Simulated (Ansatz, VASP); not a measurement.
## One calculation of Co, two programs

```xyz
2
Lattice="2.4922 0.0000 0.0000 -1.2461 2.1583 0.0000 0.0000 0.0000 4.0334" Properties=species:S:1:pos:R:3 pbc="T T T"
Co    0.0000    1.4389    1.0083
Co    1.2461    0.7194    3.0250
```

Alike in both runs: functional PBE; k mesh 18 × 18 × 10; occupations gaussian, width 0.1 eV; collinear spin.

Ansatz relaxed the structure, and its values are those at the end. VASP's run is a single point on that final structure, the one shown.

|  | VASP | Ansatz |
| --- | --- | --- |
| version | VASP 6.6.1 | Ansatz 0.2.0 |
| potentials or method | VASP PAW PBE potentials, release 64 (Co), cutoff 520 eV | scalar-relativistic, plane waves, PAW |
| valence electrons in the cell | 18 | 34 |

|  | VASP | Ansatz | Ansatz less VASP |
| --- | --- | --- | --- |
| gap on the k mesh at the Fermi level (eV) | none | none | - |
| pressure (GPa) | -0.7 | 0.0 | +0.69 |
| net moment per atom (μB) | 1.59 | 1.60 | +0.005 |
| size of the moment on the site where the two differ most (μB) | 1.61 | 1.68 | +0.062 |

Site moments also hang on the region over which each program counts them. A gap of «none» marks a metal or a gap that the smearing closes. VASP's potentials hold 18 valence electrons a cell and Ansatz's 34, so a difference there can come from the potentials and not from the codes.
